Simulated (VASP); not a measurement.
# TaN: single point with PBEsol

TaN:

```
Ta N
1.0
     0.00000    2.25348    2.22066
     2.25348    0.00000    2.22066
     2.25348    2.25348    0.00000
Ta N
1 1
Direct
  0.50000 0.50000 0.50000
  0.00000 0.00000 0.00000
```

This cell differs from its parent crystal: strain +0.030 along x and y, +0.015 along z.

| Item | Value |
| --- | --- |
| Program | VASP 6.6.1 |
| Task | single point |
| Functional | PBEsol |
| Potentials or basis | VASP PAW PBE potentials, release 64 (Ta_pv, N) |
| Cutoff | 520 eV |
| k mesh | 24 × 24 × 24 |
| Occupations | gaussian, width 0.15 eV |
| Spin | no spin polarisation |

```
Pressure               : -21.6 GPa
Band gap on the k mesh : zero (bands 8 and 9 overlap by 3.69 eV)
```

Stress tensor (GPa, compression positive):
```
-23.70   0.00   0.00
  0.00 -23.70   0.00
  0.00   0.00 -17.27
```

Levels at points of the mesh, in eV from the Fermi level:
```csv
k point,band 5,band 6,band 7,band 8,band 9,band 10,band 11,band 12
"(0.00, 0.00, 0.00)",-3.63,-3.63,-3.58,-2.02,-2.02,-1.85,-0.08,0.05
"(0.50, 0.00, 0.00)",-9.91,-7.16,-7.16,1.68,1.79,1.85,3.62,6.79
"(0.50, 0.50, 0.00)",-6.39,-5.11,-4.51,-4.51,1.92,3.25,3.25,3.99
"(0.50, 0.00, 0.50)",-6.53,-5.09,-4.46,-4.42,1.89,3.15,3.33,3.97
```

Run time: 3.1 min on 1 thread of Intel(R) Xeon(R) Platinum 8259CL CPU @ 2.50GHz (Skylake/Cascade Lake), on a shared host, peak memory 0.45 GiB.

Caveat: the cell differs from its parent crystal (strain +0.030 along x and y, +0.015 along z); the stress differs along the axes, from -24 to -17 GPa; the PAW data sets were made with another functional, which shifts forces and pressure a little; spin-orbit coupling is left out, which moves the levels of the heavy elements.
